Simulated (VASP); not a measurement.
# Pt in VASP: notebook

Runs on Pt. Level: PBE. Tasks: single point.

Program: VASP 6.6.1. These are calculated values, not measurements. Logs are shortened: lines on timing, memory, paths and dates and some standing lists are left out, and cuts for length are marked.

**1. The cell of the first run**

The cell holds a slab with vacuum, 5 atoms: a = 2.769 Å, b = 2.769 Å, c = 27.043 Å, α = 90.00°, β = 90.00°, γ = 120.00°.

**2. Single point, PBE**

INCAR

```
SYSTEM = Pt
ALGO = Normal
DIPOL = 0.5 0.5 0.502
EDIFF = 1E-6
ENCUT = 520
GGA = PE
IDIPOL = 3
ISIF = 2
ISMEAR = 0
LASPH = .TRUE.
LCHARG = .FALSE.
LDIPOL = .TRUE.
LREAL = .FALSE.
LWAVE = .FALSE.
NBANDS = 33
NELM = 80
PREC = Accurate
SIGMA = 0.1
```

KPOINTS

```
k-points
0
G
  12 12 1
  0 0 0
```

POSCAR

```
Pt
1.0
    2.7688887298      0.0000000029      0.0000000000
   -1.3844443674      2.3979279788      0.0000000000
    0.0000000000      0.0000000000     27.0431529328
Pt
5
Direct
    0.6666666667      0.3333333333      0.3328014312
    0.3333333333      0.6666666667      0.4164007206
    0.0000000000      0.0000000000      0.5016520930
    0.6666666667      0.3333333333      0.5870272471
    0.3333333333      0.6666666667      0.6736496536
```

Potentials or basis: VASP PAW PBE potentials, release 64 (Pt).

Started as:

```console
cat potpaw_PBE.64/Pt/POTCAR > POTCAR
mpirun -np 1 vasp_std > vasp.out
```

OUTCAR:

```text
SYSTEM = Pt
   EDIFF = 1E-6
   ENCUT = 520
   GGA = PE
   ISIF = 2
   ISMEAR = 0
   LASPH = .TRUE.
   LREAL = .FALSE.
   NELM = 80
   PREC = Accurate

 ion  position               nearest neighbor table
   1  0.667  0.333  0.333-   2 2.77   2 2.77   2 2.77
   2  0.333  0.667  0.416-   1 2.77   1 2.77   1 2.77   3 2.81   3 2.81   3 2.81
   3  0.000  0.000  0.502-   2 2.81   2 2.81   2 2.81   4 2.81   4 2.81   4 2.81
   4  0.667  0.333  0.587-   3 2.81   3 2.81   3 2.81   5 2.84   5 2.84   5 2.84
   5  0.333  0.667  0.674-   4 2.84   4 2.84   4 2.84

  LATTYP: Found a hexagonal cell.
 ALAT       =     2.7688887298
 C/A-ratio  =     9.7667893411

  Lattice vectors:

 A1 = (   2.7688887298,   0.0000000029,   0.0000000000)
 A2 = (  -1.3844443674,   2.3979279788,   0.0000000000)
 A3 = (   0.0000000000,   0.0000000000,  27.0431529328)

Analysis of symmetry for initial positions (statically):
=====================================================================
 Subroutine PRICEL returns:
 Original cell was already a primitive cell.

 Routine SETGRP: Setting up the symmetry group for a
 hexagonal supercell.

 Subroutine GETGRP returns: Found  6 space group operations
 (whereof  6 operations were pure point group operations)
 out of a pool of 24 trial point group operations.

The static configuration has the point symmetry C_3v.

Analysis of symmetry for dynamics (positions and initial velocities):
=====================================================================
 Subroutine PRICEL returns:
 Original cell was already a primitive cell.

 Routine SETGRP: Setting up the symmetry group for a
 hexagonal supercell.

 Subroutine GETGRP returns: Found  6 space group operations
 (whereof  6 operations were pure point group operations)
 out of a pool of 24 trial point group operations.

The dynamic configuration has the point symmetry C_3v.

 Subroutine INISYM returns: Found  6 space group operations
 (whereof  6 operations are pure point group operations),
 and found     1 'primitive' translations

----------------------------------------------------------------------------------------

                                     Primitive cell

  volume of cell :     179.5556

  direct lattice vectors                    reciprocal lattice vectors
     2.768888730  0.000000003  0.000000000     0.361155719  0.208513352  0.000000000
    -1.384444367  2.397927979  0.000000000    -0.000000000  0.417026703  0.000000000
     0.000000000  0.000000000 27.043152933     0.000000000  0.000000000  0.036977937

  length of vectors
     2.768888730  2.768888730 27.043152933     0.417026703  0.417026703  0.036977937

  position of ions in fractional coordinates (direct lattice)
     0.666666667  0.333333333  0.332801431
     0.333333333  0.666666667  0.416400721
     0.000000000  0.000000000  0.501652093
     0.666666667  0.333333333  0.587027247
     0.333333333  0.666666667  0.673649654

  ion indices of the primitive-cell ions
   primitive index   ion index
                 1           1
                 2           2
                 3           3
                 4           4
                 5           5

----------------------------------------------------------------------------------------

 KPOINTS: k-points

Automatic generation of k-mesh.
 Grid dimensions read from file:
 generate k-points for:   12   12    1

 Generating k-lattice:

  Cartesian coordinates                     Fractional coordinates (reciprocal lattice)
     0.030096310  0.017376113  0.000000000     0.083333333  0.000000000  0.000000000
    -0.000000000  0.034752225  0.000000000    -0.000000000  0.083333333  0.000000000
     0.000000000  0.000000000  0.036977937     0.000000000  0.000000000  1.000000000

  Length of vectors
     0.034752225  0.034752225  0.036977937

  Shift w.r.t. Gamma in fractional coordinates (k-lattice)
     0.000000000  0.000000000  0.000000000

 Subroutine IBZKPT returns following result:
 ===========================================

 Found     19 irreducible k-points:

 Following reciprocal coordinates:
            Coordinates               Weight
  0.000000  0.000000  0.000000      1.000000
  0.083333 -0.000000  0.000000      6.000000
  0.166667 -0.000000  0.000000      6.000000
  0.250000 -0.000000  0.000000      6.000000
  0.333333 -0.000000  0.000000      6.000000
  0.416667 -0.000000  0.000000      6.000000
[... 11 lines left out ...]
  0.333333  0.250000  0.000000     12.000000
  0.333333  0.333333  0.000000      2.000000
   k-points           NKPTS =     19   k-points in BZ     NKDIM =     19   number of bands    NBANDS=     33
   number of dos      NEDOS =    301   number of ions     NIONS =      5
   total plane-waves  NPLWV = 120960
   dimension x,y,z NGX =    24 NGY =   24 NGZ =  210
   dimension x,y,z NGXF=    48 NGYF=   48 NGZF=  420
   ions per type =               5
   NGX,Y,Z   is equivalent  to a cutoff of  14.41, 14.41, 12.91 a.u.
   NGXF,Y,Z  is equivalent  to a cutoff of  28.82, 28.82, 25.82 a.u.
 SYSTEM =  Pt
   PREC   = accura    normal or accurate (medium, high low for compatibility)
   ISTART =      0    job   : 0-new  1-cont  2-samecut
   ICHARG =      2    charge: 1-file 2-atom 10-const
   ISPIN  =      1    spin polarized calculation?
   LNONCOLLINEAR =      F non collinear calculations
   LSORBIT =      F    spin-orbit coupling
   LASPH  =      T    aspherical Exc in radial PAW
   ENCUT  =  520.0 eV  38.22 Ry    6.18 a.u.   5.15  5.15 50.28*2*pi/ulx,y,z
   NELM   =     80;   NELMIN=  2; NELMDL= -5     # of ELM steps
   EDIFF  = 0.1E-05   stopping-criterion for ELM
   LREAL  =      F    real-space projection
   EDIFFG = 0.1E-04   stopping-criterion for IOM
   NSW    =      0    number of steps for IOM
   IBRION =     -1    ionic relax: 0-MD 1-quasi-New 2-CG
   NFREE  =      0    steps in history (QN), initial steepest desc. (CG)
   ISIF   =      2    stress and relaxation
   ISYM   =      2    0-nonsym 1-usesym 2-fastsym
   POTIM  = 0.5000    time-step for ionic-motion
   TEBEG  =    0.0;   TEEND  =   0.0 temperature during run
   PSTRESS=    0.0 pullay stress
   NELECT =      50.0000    total number of electrons
   NUPDOWN=      -1.0000    fix difference up-down
   EMIN   =  10.00;   EMAX   =-10.00  energy-range for DOS
   EFERMI =   0.00;   METHOD = LEGACY
   ISMEAR =     0;   SIGMA  =   0.10  broadening in eV -4-tet -1-fermi 0-gaus
   EFERMI_NEDOS =   21; number of points for ismear=-14 and -15
   IALGO  =     38    algorithm
   IMIX   =      4    mixing-type and parameters
     AMIX     =   0.40;   BMIX     =  1.00
     AMIX_MAG =   1.60;   BMIX_MAG =  1.00
  volume/ion in A,a.u.               =      35.91       242.34
  Fermi-wavevector in a.u.,A,eV,Ry     =   1.069051  2.020214 15.549697  1.142870
  Thomas-Fermi vector in A             =   2.204719
   LORBIT       =      0    0 simple, 1 ext, 2 COOP (PROOUT), +10 PAW based schemes
   GGA     = PE    functional components
   LHFCALC =     F    Hartree Fock is set to
   AEXX    =    0.0000 exact exchange contribution
   IVDW    =     0    specifies the selected vdW correction
   LEPSILON=     F    determine dielectric tensor
   LRPA    =     F    only Hartree local field effects (RPA)
 non-spin polarized calculation
 Gauss-broadening in eV      SIGMA  =   0.10
  energy-cutoff  :      520.00
  volume of cell :      179.56
 maximum number of plane-waves:      4859
 NGX is ok and might be reduce to    24
   NGX = 11   NGY = 11   NGZ =101

 dipolmoment           0.000000      0.000000     -0.035310 electrons x Angstroem

 number of electron      50.0000003 magnetization

 dipolmoment           0.000000      0.000000      0.001272 electrons x Angstroem

 Free energy of the ion-electron system (eV)
  ---------------------------------------------------
  ext. energy  EPLUGINS =         0.00000000
  ---------------------------------------------------
  free energy    TOTEN  =       -29.31571155 eV

  energy without entropy =      -29.26166209  energy(sigma->0) =      -29.28868682

 E-fermi :   1.3554     XC(G=0):  -6.3774

 val. band max:        1.3474395419   @ k =   0.0000   0.0000   0.0000
 cond. band min:       1.3587302928   @ k =   0.0833  -0.0000   0.0000
 fundamental gap:      0.0112907509
 Fermi energy:         1.3554473979

 k-point     1 :       0.0000    0.0000    0.0000
  band No.  band energies     occupation
      1      -8.3375      2.00000
      2      -7.3805      2.00000
      3      -6.3400      2.00000
      4      -5.7350      2.00000
      5      -5.6234      2.00000
      6      -2.6254      2.00000
[... 25 lines left out ...]
     32       6.7222      0.00000
     33       6.9820      0.00000

 k-point     2 :       0.0833   -0.0000    0.0000
  band No.  band energies     occupation
      1      -8.0922      2.00000
      2      -7.1404      2.00000
      3      -6.0969      2.00000
      4      -5.5003      2.00000
      5      -5.3829      2.00000
      6      -2.7481      2.00000
[... 25 lines left out ...]
     32       6.8757      0.00000
     33       7.1673      0.00000

 k-point     3 :       0.1667   -0.0000    0.0000
  band No.  band energies     occupation
      1      -7.4055      2.00000
      2      -6.4900      2.00000
      3      -5.4650      2.00000
      4      -4.9030      2.00000
      5      -4.7563      2.00000
      6      -3.2259      2.00000
[... 25 lines left out ...]
     32       7.2988      0.00000
     33       7.7232      0.00000

 k-point     4 :       0.2500   -0.0000    0.0000
  band No.  band energies     occupation
      1      -6.4674      2.00000
      2      -5.7050      2.00000
      3      -4.9108      2.00000
      4      -4.4404      2.00000
      5      -4.1564      2.00000
      6      -3.8071      2.00000
[... 25 lines left out ...]
     32       7.9446      0.00000
     33       8.6336      0.00000

 k-point     5 :       0.3333   -0.0000    0.0000
  band No.  band energies     occupation
      1      -5.7281      2.00000
      2      -5.2423      2.00000
      3      -4.9153      2.00000
      4      -4.5281      2.00000
      5      -4.3130      2.00000
      6      -4.1581      2.00000
[... 424 lines left out ...]
 k-point    17 :       0.2500    0.2500    0.0000
  band No.  band energies     occupation
      1      -4.5237      2.00000
      2      -4.4915      2.00000
      3      -4.1422      2.00000
      4      -3.9842      2.00000
      5      -3.6264      2.00000
      6      -3.5498      2.00000
[... 25 lines left out ...]
     32       8.7402      0.00000
     33       9.5019      0.00000

 k-point    18 :       0.3333    0.2500    0.0000
  band No.  band energies     occupation
      1      -4.4531      2.00000
      2      -4.3599      2.00000
      3      -3.9515      2.00000
      4      -3.8303      2.00000
      5      -3.7310      2.00000
      6      -3.4322      2.00000
[... 25 lines left out ...]
     32       8.0598      0.00000
     33       8.7565      0.00000

 k-point    19 :       0.3333    0.3333    0.0000
  band No.  band energies     occupation
      1      -4.0889      2.00000
      2      -4.0878      2.00000
      3      -4.0448      2.00000
      4      -3.5744      2.00000
      5      -3.5320      2.00000
      6      -3.5301      2.00000
[... 25 lines left out ...]
     32       8.4410      0.00000
     33       8.4620      0.00000

------------------------ aborting loop because EDIFF is reached ----------------------------------------

 vacuum level on the upper side and lower side of the slab       (xc-potential included)        -0.142        -0.205

  FORCE on cell =-STRESS in cart. coord.  units (eV):
  Direction    XX          YY          ZZ          XY          YZ          ZX
  --------------------------------------------------------------------------------------
  -------------------------------------------------------------------------------------
  Total       -1.1767694     -1.1767694      1.2422445     -0.0000000      0.0000000      0.0000000
  in kB      -10.5003310    -10.5003310     11.0845664     -0.0000000      0.0000000      0.0000000
  external PRESSURE =      -3.3053652 kB  Pullay stress =       0.0000000 kB

 VOLUME and BASIS-vectors are now :
 -----------------------------------------------------------------------------
  energy-cutoff  :      520.00
  volume of cell :      179.56
      direct lattice vectors                 reciprocal lattice vectors
     2.768888730  0.000000003  0.000000000     0.361155719  0.208513352  0.000000000
    -1.384444367  2.397927979  0.000000000    -0.000000000  0.417026703  0.000000000
     0.000000000  0.000000000 27.043152933     0.000000000  0.000000000  0.036977937

 POSITION                                       TOTAL-FORCE (eV/Angst)
 -----------------------------------------------------------------------------------
      1.38444      0.79931      9.00000         0.000000      0.000000     -0.551747
     -0.00000      1.59862     11.26079        -0.000000     -0.000000      0.537258
      0.00000      0.00000     13.56625        -0.000000      0.000000      0.010427
      1.38444      0.79931     15.87507         0.000000     -0.000000     -0.003570
     -0.00000      1.59862     18.21761        -0.000000      0.000000      0.007632
 -----------------------------------------------------------------------------------
    total drift:                               -0.000000     -0.000000     -0.000368

  FREE ENERGIE OF THE ION-ELECTRON SYSTEM (eV)
  ---------------------------------------------------
  free  energy   TOTEN  =       -29.3157115472 eV

  energy  without entropy=      -29.2616620930  energy(sigma->0) =      -29.28868682

 vacuum level on the upper side and lower side of the slab         6.973         6.905
```

Wall time 2.8 min (1 thread of Intel Xeon 6975P-C (Granite Rapids), shared host); peak memory 0.37 GiB.

What came out:

- Free energy: -29.3157 eV
- Largest force: 0.552 eV/Å
- Band gap on the k mesh: zero (band 25 reaches 2.05 eV, above the bottom of band 26 at 0.45 eV)

Forces in eV/Å, atoms in the order of the input:
```
Pt   0.000  0.000 -0.552
Pt   0.000  0.000  0.537
Pt   0.000  0.000  0.010
Pt   0.000  0.000 -0.004
Pt   0.000  0.000  0.008
```

Caveat: spin-orbit coupling is left out, which moves the levels of the heavy elements.

**3. Single point, PBE**

INCAR

```
ALGO = Normal ; DIPOL = 0.5 0.5 0.502
EDIFF = 1E-6 ; ENCUT = 520
GGA = PE ; IDIPOL = 3
ISIF = 2 ; ISMEAR = 0
LASPH = T ; LCHARG = T
LDIPOL = T ; LELF = T
LREAL = F ; LVACPOTAV = T
LVHAR = T ; LWAVE = F
NBANDS = 33 ; NELM = 80
PREC = Accurate ; SIGMA = 0.1
```

KPOINTS

```
k-points
0
Gamma
  24 24 1
```

POSCAR

```
Pt
1.0
    2.7688887300      0.0000000000      0.0000000000
   -1.3844443700      2.3979279800      0.0000000000
    0.0000000000      0.0000000000     27.0431529328
Pt
5
Direct
    0.6666666672      0.3333333340      0.3328014312
    0.3333333340      0.6666666667      0.4164007206
    0.0000000000      0.0000000000      0.5016520930
    0.6666666672      0.3333333340      0.5870272471
    0.3333333340      0.6666666667      0.6736496536
```

Potentials or basis: VASP PAW PBE potentials, release 64 (Pt).

Started as:

```console
cat potpaw_PBE.64/Pt/POTCAR > POTCAR
mpirun -np 1 vasp_std > vasp.out
```

Run time: 8.5 min. Hardware: 1 thread of Intel Xeon 6975P-C (Granite Rapids), shared host; peak memory 0.5 GiB.

The run converged. Its results:

| Item | Value |
| --- | --- |
| Free energy | -29.2928 eV |
| Largest force | 0.567 eV/Å |
| Band gap on the k mesh | zero (band 25 reaches 2.02 eV, above the bottom of band 26 at 0.45 eV) |

Forces in eV/Å, atoms in the order of the input:
```
Pt   0.000  0.000 -0.567
Pt   0.000  0.000  0.533
Pt   0.000  0.000  0.004
Pt   0.000  0.000 -0.002
Pt   0.000  0.000  0.031
```

Levels at points of the mesh, in eV from the Fermi level:
| k point | band 23 | band 24 | band 25 | band 26 | band 27 | band 28 |
| --- | --- | --- | --- | --- | --- | --- |
| (0.00, 0.00, 0.00) | -1.38 | -0.90 | -0.90 | -0.29 | -0.29 | -0.19 |
| (0.50, 0.00, 0.00) | 0.37 | 0.59 | 0.66 | 0.71 | 2.17 | 2.49 |

Caveat: spin-orbit coupling is left out, which moves the levels of the heavy elements.
